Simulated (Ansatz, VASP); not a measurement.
**Two plane-wave programs on SrAg3**

The input INCAR:

```
SYSTEM = SrAg3
PREC = Accurate
ENCUT = 520
EDIFF = 1E-6
ISMEAR = 0
SIGMA = 0.05
LREAL = .FALSE.
LASPH = .TRUE.
NELM = 60
ALGO = Fast
ISIF = 2
LWAVE = .FALSE.
LCHARG = .TRUE.
GGA = PE
LELF = .TRUE.
LVHAR = .TRUE.
NBANDS = 30
```

Contents of KPOINTS:

```
regular mesh
0
G
  8 8 8
  0 0 0
```

Contents of POSCAR:

```
SrAg3
1.0
    4.5708679551      0.0000000000     -0.0228543398
    0.0000000000      4.5708679551      0.0000000000
   -0.0228543398      0.0000000000      4.5708679551
Sr Ag
1 3
Direct
    0.0000000000      0.0000000000      0.0000000000
    0.0000000000      0.5000000000      0.5000000000
    0.5000000000      0.5000000000      0.0000000000
    0.5000000000      0.0000000000      0.5000000000
```

Input for Ansatz:

```yaml
crystal:
  lattice:
    - [4.5708679551, 0.0, -0.0228543398]
    - [0.0, 4.5708679551, 0.0]
    - [-0.0228543398, 0.0, 4.5708679551]
  atoms:
    - { symbol: Sr, position: [0.0, 0.0, 0.0] }
    - { symbol: Ag, position: [0.0, 0.5, 0.5] }
    - { symbol: Ag, position: [0.5, 0.5, 0.0] }
    - { symbol: Ag, position: [0.5, 0.0, 0.5] }
basis:
  ecutwfc: 420
  ecutrho_ratio: 4
kpoints:
  mp_grid: { grid: [8, 8, 8] }
hamiltonian:
  xc: pbe
scf:
  occupations: { method: gaussian, width: 0.05 }
output:
  forces: true
  stress: true
  eigenvalues: true
```

Change from the starting cell: strain e5 = -0.01, atoms carried along.

Alike in both runs: task single point; functional PBE; k mesh 8 × 8 × 8; occupations gaussian, width 0.05 eV; no spin polarisation.

```csv
,VASP,Ansatz
version,VASP 6.6.1,Ansatz 0.2.0
potentials or method,"VASP PAW PBE potentials, release 64 (Sr_sv, Ag), cutoff 520 eV","scalar-relativistic, plane waves, PAW"
valence electrons in the cell,43,67
```

```tsv
	VASP	Ansatz	Ansatz less VASP
gap on the k mesh at the Fermi level (eV)	none	none	-
pressure (GPa)	0.2	0.0	-0.13
```

A gap of «none» marks a metal or a gap that the smearing closes. With one functional, cell and mesh, what is left measures potentials, basis and numerics. VASP's potentials hold 43 valence electrons a cell and Ansatz's 67, so a difference there can come from the potentials and not from the codes.
